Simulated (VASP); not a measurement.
# PtS2 (P-3m1) in VASP: a series of runs

PtS2 is run at these levels: PBE; tasks: single point.

Program: VASP 6.6.1. These are calculated values, not measurements. Logs are shortened: lines on timing, memory, paths and dates and some standing lists are left out, and cuts for length are marked.

## 1. The cell of the first run

Symmetry: P-3m1, No. 164, trigonal system. The conventional cell has a = 3.685 Å, b = 3.685 Å, c = 5.039 Å, α = 90.00°, β = 90.00°, γ = 120.00°. Within 3.2 Å of Pt (site symmetry -3m) lie 6 S at 2.42 Å. Within 3.2 Å of S (site symmetry 3m) lie 3 Pt at 2.42 Å and 3 S at 3.12 Å.

## 2. Single point, PBE

Contents of INCAR:

```
SYSTEM = PtS2
ALGO = Normal
EDIFF = 1E-7
ENCUT = 520
GGA = PE
ISIF = 2
ISMEAR = -1
LASPH = .TRUE.
LCHARG = .FALSE.
LREAL = .FALSE.
LWAVE = .FALSE.
NBANDS = 18
NELM = 60
PREC = Accurate
SIGMA = 0.05
```

Contents of KPOINTS:

```
k-points
0
G
  7 7 5
  0 0 0
```

Contents of POSCAR:

```
PtS2
1.0
    3.6849280000      0.0000000000      0.0000000000
   -1.8424640000      3.1912412591      0.0000000000
    0.0000000000      0.0000000000      5.0388000000
Pt S
1 2
Direct
    0.0000000000      0.0000000000      0.0000000000
    0.6666666667      0.3333333333      0.7730000000
    0.3333333333      0.6666666667      0.2270000000
```

Potentials or basis: VASP PAW PBE potentials, release 64 (Pt, S).

Launch:

```bash
$ cat potpaw_PBE.64/Pt/POTCAR potpaw_PBE.64/S/POTCAR > POTCAR
$ mpirun -np 1 vasp_std > vasp.out
```

OUTCAR:

```text
SYSTEM = PtS2
   EDIFF = 1E-7
   ENCUT = 520
   GGA = PE
   ISIF = 2
   ISMEAR = -1
   LASPH = .TRUE.
   LREAL = .FALSE.
   NELM = 60
   PREC = Accurate

 ion  position               nearest neighbor table
   1  0.000  0.000  0.000-   2 2.42   3 2.42   3 2.42   2 2.42   2 2.42   3 2.42
   2  0.667  0.333  0.773-   1 2.42   1 2.42   1 2.42
   3  0.333  0.667  0.227-   1 2.42   1 2.42   1 2.42

  LATTYP: Found a hexagonal cell.
 ALAT       =     3.6849280000
 C/A-ratio  =     1.3674079928

  Lattice vectors:

 A1 = (   3.6849280000,   0.0000000000,   0.0000000000)
 A2 = (  -1.8424640000,   3.1912412591,   0.0000000000)
 A3 = (   0.0000000000,   0.0000000000,   5.0388000000)

Analysis of symmetry for initial positions (statically):
=====================================================================
 Subroutine PRICEL returns:
 Original cell was already a primitive cell.

 Routine SETGRP: Setting up the symmetry group for a
 hexagonal supercell.

 Subroutine GETGRP returns: Found 12 space group operations
 (whereof 12 operations were pure point group operations)
 out of a pool of 24 trial point group operations.

The static configuration has the point symmetry D_3d.

Analysis of symmetry for dynamics (positions and initial velocities):
=====================================================================
 Subroutine PRICEL returns:
 Original cell was already a primitive cell.

 Routine SETGRP: Setting up the symmetry group for a
 hexagonal supercell.

 Subroutine GETGRP returns: Found 12 space group operations
 (whereof 12 operations were pure point group operations)
 out of a pool of 24 trial point group operations.

The dynamic configuration has the point symmetry D_3d.

 Subroutine INISYM returns: Found 12 space group operations
 (whereof 12 operations are pure point group operations),
 and found     1 'primitive' translations

----------------------------------------------------------------------------------------

                                     Primitive cell

  volume of cell :      59.2537

  direct lattice vectors                    reciprocal lattice vectors
     3.684928000  0.000000000  0.000000000     0.271375723  0.156678847  0.000000000
    -1.842464000  3.191241259  0.000000000     0.000000000  0.313357693  0.000000000
     0.000000000  0.000000000  5.038800000     0.000000000  0.000000000  0.198459951

  length of vectors
     3.684928000  3.684928000  5.038800000     0.313357693  0.313357693  0.198459951

  position of ions in fractional coordinates (direct lattice)
     0.000000000  0.000000000  0.000000000
     0.666666667  0.333333333  0.773000000
     0.333333333  0.666666667  0.227000000

  ion indices of the primitive-cell ions
   primitive index   ion index
                 1           1
                 2           2
                 3           3

----------------------------------------------------------------------------------------

 KPOINTS: k-points

Automatic generation of k-mesh.
 Grid dimensions read from file:
 generate k-points for:    7    7    5

 Generating k-lattice:

  Cartesian coordinates                     Fractional coordinates (reciprocal lattice)
     0.038767960  0.022382692  0.000000000     0.142857143  0.000000000  0.000000000
     0.000000000  0.044765385  0.000000000     0.000000000  0.142857143  0.000000000
     0.000000000  0.000000000  0.039691990     0.000000000  0.000000000  0.200000000

  Length of vectors
     0.044765385  0.044765385  0.039691990

  Shift w.r.t. Gamma in fractional coordinates (k-lattice)
     0.000000000  0.000000000  0.000000000

 Subroutine IBZKPT returns following result:
 ===========================================

 Found     32 irreducible k-points:

 Following reciprocal coordinates:
            Coordinates               Weight
  0.000000  0.000000  0.000000      1.000000
  0.142857  0.000000  0.000000      6.000000
  0.285714  0.000000  0.000000      6.000000
  0.428571 -0.000000  0.000000      6.000000
  0.142857  0.142857  0.000000      6.000000
  0.285714  0.142857  0.000000     12.000000
[... 16 lines left out ...]
  0.000000  0.142857  0.400000      6.000000
  0.285714  0.000000  0.400000      6.000000
 [... further k-points ...]
   k-points           NKPTS =     32   k-points in BZ     NKDIM =     32   number of bands    NBANDS=     18
   number of dos      NEDOS =    301   number of ions     NIONS =      3
   total plane-waves  NPLWV =  31360
   dimension x,y,z NGX =    28 NGY =   28 NGZ =   40
   dimension x,y,z NGXF=    56 NGYF=   56 NGZF=   80
   ions per type =               1   2
   NGX,Y,Z   is equivalent  to a cutoff of  12.63, 12.63, 13.20 a.u.
   NGXF,Y,Z  is equivalent  to a cutoff of  25.26, 25.26, 26.39 a.u.
 SYSTEM =  PtS2
   PREC   = accura    normal or accurate (medium, high low for compatibility)
   ISTART =      0    job   : 0-new  1-cont  2-samecut
   ICHARG =      2    charge: 1-file 2-atom 10-const
   ISPIN  =      1    spin polarized calculation?
   LNONCOLLINEAR =      F non collinear calculations
   LSORBIT =      F    spin-orbit coupling
   LASPH  =      T    aspherical Exc in radial PAW
   ENCUT  =  520.0 eV  38.22 Ry    6.18 a.u.   6.85  6.85  9.37*2*pi/ulx,y,z
   NELM   =     60;   NELMIN=  2; NELMDL= -5     # of ELM steps
   EDIFF  = 0.1E-06   stopping-criterion for ELM
   LREAL  =      F    real-space projection
   EDIFFG = 0.1E-05   stopping-criterion for IOM
   NSW    =      0    number of steps for IOM
   IBRION =     -1    ionic relax: 0-MD 1-quasi-New 2-CG
   NFREE  =      0    steps in history (QN), initial steepest desc. (CG)
   ISIF   =      2    stress and relaxation
   ISYM   =      2    0-nonsym 1-usesym 2-fastsym
   POTIM  = 0.5000    time-step for ionic-motion
   TEBEG  =    0.0;   TEEND  =   0.0 temperature during run
   PSTRESS=    0.0 pullay stress
   NELECT =      22.0000    total number of electrons
   NUPDOWN=      -1.0000    fix difference up-down
   EMIN   =  10.00;   EMAX   =-10.00  energy-range for DOS
   EFERMI =   0.00;   METHOD = LEGACY
   ISMEAR =    -1;   SIGMA  =   0.05  broadening in eV -4-tet -1-fermi 0-gaus
   EFERMI_NEDOS =   21; number of points for ismear=-14 and -15
   IALGO  =     38    algorithm
   IMIX   =      4    mixing-type and parameters
     AMIX     =   0.40;   BMIX     =  1.00
     AMIX_MAG =   1.60;   BMIX_MAG =  1.00
  volume/ion in A,a.u.               =      19.75       133.29
  Fermi-wavevector in a.u.,A,eV,Ry     =   1.176641  2.223528 18.837034  1.384483
  Thomas-Fermi vector in A             =   2.313001
   LORBIT       =      0    0 simple, 1 ext, 2 COOP (PROOUT), +10 PAW based schemes
   GGA     = PE    functional components
   LHFCALC =     F    Hartree Fock is set to
   AEXX    =    0.0000 exact exchange contribution
   IVDW    =     0    specifies the selected vdW correction
   LEPSILON=     F    determine dielectric tensor
   LRPA    =     F    only Hartree local field effects (RPA)
 non-spin polarized calculation
  energy-cutoff  :      520.00
  volume of cell :       59.25
 maximum number of plane-waves:      1609
 NGX is ok and might be reduce to    28
   NGX = 13   NGY = 13   NGZ = 19

 number of electron      22.0000002 magnetization

 Free energy of the ion-electron system (eV)
  ---------------------------------------------------
  ext. energy  EPLUGINS =         0.00000000
  ---------------------------------------------------
  free energy    TOTEN  =       -15.36091756 eV

  energy without entropy =      -15.36084911  energy(sigma->0) =      -15.36088333

 E-fermi :   6.0321     XC(G=0): -10.2107

 val. band max:        5.6803510913   @ k =   0.0000   0.0000   0.0000
 cond. band min:       6.3656535156   @ k =   0.0000   0.2857   0.2000
 fundamental gap:      0.6853024243
 Fermi energy:         6.0321342502

 k-point     1 :       0.0000    0.0000    0.0000
  band No.  band energies     occupation
      1      -9.1623      2.00000
      2      -6.2879      2.00000
      3      -0.7141      2.00000
      4      -0.7141      2.00000
      5      -0.5047      2.00000
      6       2.1695      2.00000
[... 10 lines left out ...]
     17      13.4811      0.00000
     18      17.2597      0.00000

 k-point     2 :       0.1429    0.0000    0.0000
  band No.  band energies     occupation
      1      -8.9319      2.00000
      2      -6.4308      2.00000
      3      -0.5511      2.00000
      4      -0.5006      2.00000
      5      -0.2638      2.00000
      6       1.7863      2.00000
[... 10 lines left out ...]
     17      14.1808      0.00000
     18      16.0982      0.00000

 k-point     3 :       0.2857    0.0000    0.0000
  band No.  band energies     occupation
      1      -8.3209      2.00000
      2      -6.7471      2.00000
      3      -0.2498      2.00000
      4      -0.1697      2.00000
      5       0.4449      2.00000
      6       0.8196      2.00000
[... 10 lines left out ...]
     17      14.6031      0.00000
     18      14.6661      0.00000

 k-point     4 :       0.4286   -0.0000    0.0000
  band No.  band energies     occupation
      1      -7.6031      2.00000
      2      -7.0978      2.00000
      3      -0.9805      2.00000
      4       0.1029      2.00000
      5       0.9298      2.00000
      6       1.5075      2.00000
[... 375 lines left out ...]
      4      -0.5250      2.00000
      5       0.7022      2.00000
      6       1.7696      2.00000
[... 10 lines left out ...]
     17      13.7585      0.00000
     18      14.7486      0.00000

 k-point    23 :       0.0000    0.1429    0.4000
  band No.  band energies     occupation
      1      -8.6798      2.00000
      2      -6.9136      2.00000
      3      -0.7002      2.00000
      4      -0.5444      2.00000
      5       0.6911      2.00000
      6       1.7378      2.00000
[... 10 lines left out ...]
     17      14.1786      0.00000
     18      14.4787      0.00000

 k-point    24 :       0.2857    0.0000    0.4000
  band No.  band energies     occupation
      1      -8.0798      2.00000
      2      -7.0663      2.00000
      3      -0.5579      2.00000
      4      -0.1709      2.00000
      5       0.2856      2.00000
      6       1.5474      2.00000
[... 10 lines left out ...]
     17      15.2472      0.00000
     18      15.3286      0.00000

 [... further k-points ...]
[... 5 lines left out ...]
  --------------------------------------------------------------------------------------
  -------------------------------------------------------------------------------------
  Total       -1.4751909     -1.4751909      0.7954595      0.0000000      0.0000000      0.0000000
  in kB      -39.8880704    -39.8880704     21.5086371      0.0000000      0.0000000      0.0000000
  external PRESSURE =     -19.4225012 kB  Pullay stress =       0.0000000 kB

 VOLUME and BASIS-vectors are now :
 -----------------------------------------------------------------------------
  energy-cutoff  :      520.00
  volume of cell :       59.25
      direct lattice vectors                 reciprocal lattice vectors
     3.684928000  0.000000000  0.000000000     0.271375723  0.156678847  0.000000000
    -1.842464000  3.191241259  0.000000000     0.000000000  0.313357693  0.000000000
     0.000000000  0.000000000  5.038800000     0.000000000  0.000000000  0.198459951

 POSITION                                       TOTAL-FORCE (eV/Angst)
 -----------------------------------------------------------------------------------
      0.00000      0.00000      0.00000        -0.000000      0.000000      0.000000
      1.84246      1.06375      3.89499         0.000000      0.000000     -0.190255
     -0.00000      2.12749      1.14381        -0.000000     -0.000000      0.190255
 -----------------------------------------------------------------------------------
    total drift:                                0.000000     -0.000000      0.000000

  FREE ENERGIE OF THE ION-ELECTRON SYSTEM (eV)
  ---------------------------------------------------
  free  energy   TOTEN  =       -15.3609175582 eV

  energy  without entropy=      -15.3608491060  energy(sigma->0) =      -15.36088333
```

Run time: 40 s. Hardware: 1 thread of Intel Xeon Platinum 8375C at 2.90GHz (Ice Lake), shared host; peak memory 0.19 GiB.

Results:

| Quantity | Value |
| --- | --- |
| Free energy | -15.3609 eV |
| Pressure | -1.9 GPa |
| Largest force | 0.190 eV/Å |
| Band gap on the k mesh | 0.69 eV, indirect (least direct gap 0.91 eV) |

Forces in eV/Å, atoms in the order of the input:
```
Pt   0.000  0.000  0.000
S    0.000  0.000 -0.190
S    0.000  0.000  0.190
```

Stress tensor (GPa, compression positive):
```
-3.99  0.00  0.00
 0.00 -3.99  0.00
 0.00  0.00  2.15
```

Caveat: spin-orbit coupling is left out, which moves the levels of the heavy elements. A k mesh can miss the band edges.

## 3. Single point, PBE

This run uses another cell than the first one, of 16.83 Å³/atom, 0.852 times its volume.

Contents of INCAR:

```
PREC = Accurate ; ENCUT = 520
EDIFF = 1E-6 ; ISMEAR = -1
SIGMA = 0.05 ; LREAL = False
LASPH = True ; NELM = 100
ALGO = Normal ; ISIF = 2
LWAVE = False ; LCHARG = False
GGA = PE ; NBANDS = 18
```

Contents of KPOINTS:

```
Automatic mesh
0
Gamma
  8 8 5
```

Contents of POSCAR:

```
PtS2
1.0
    3.4014720000      0.0000000000      0.0000000000
   -1.7007360000      2.9457611623      0.0000000000
    0.0000000000      0.0000000000      5.0388000000
Pt S
1 2
Direct
    0.0000000000      0.0000000000      0.0000000000
    0.6666666667      0.3333333333      0.7730000000
    0.3333333333      0.6666666667      0.2270000000
```

Potentials or basis: VASP PAW PBE potentials, release 64 (Pt, S).

Launch:

```bash
$ cat potpaw_PBE.64/Pt/POTCAR potpaw_PBE.64/S/POTCAR > POTCAR
$ mpirun -np 1 vasp_std > vasp.out
```

Run time: 42 s. Hardware: 1 thread of Intel Xeon Platinum 8375C at 2.90GHz (Ice Lake), shared host; peak memory 0.2 GiB.

Results (log left out):

```yaml
Free_energy: -14.6681 eV
Pressure: 31.1 GPa
Largest_force: 2.712 eV/Å
Band_gap_on_the_k_mesh: 1.16 eV, indirect (least direct gap 1.26 eV)
```

Forces on the atoms (eV/Å):
```
Pt   0.000  0.000  0.000
S    0.000  0.000 -2.712
S    0.000  0.000  2.712
```

Stress tensor (GPa, compression positive):
```
35.01  0.00  0.00
 0.00 35.01  0.00
 0.00  0.00 23.20
```

Levels at points of the mesh, in eV from the valence-band top:
```csv
k point,band 7,band 8,band 9,band 10,band 11,band 12,band 13,band 14,band 15,band 16
"(0.00, 0.00, 0.00)",-4.43,-1.99,-1.05,-1.05,-0.23,2.89,2.89,4.93,6.69,8.13
"(0.50, 0.00, 0.00)",-3.54,-3.48,-3.38,-3.34,-2.41,2.19,3.26,5.95,6.48,8.33
```

Caveat: spin-orbit coupling is left out, which moves the levels of the heavy elements; forces of over 1 eV/Å act on the atoms, so gaps and moduli don't describe the material at rest. A k mesh can miss the band edges.
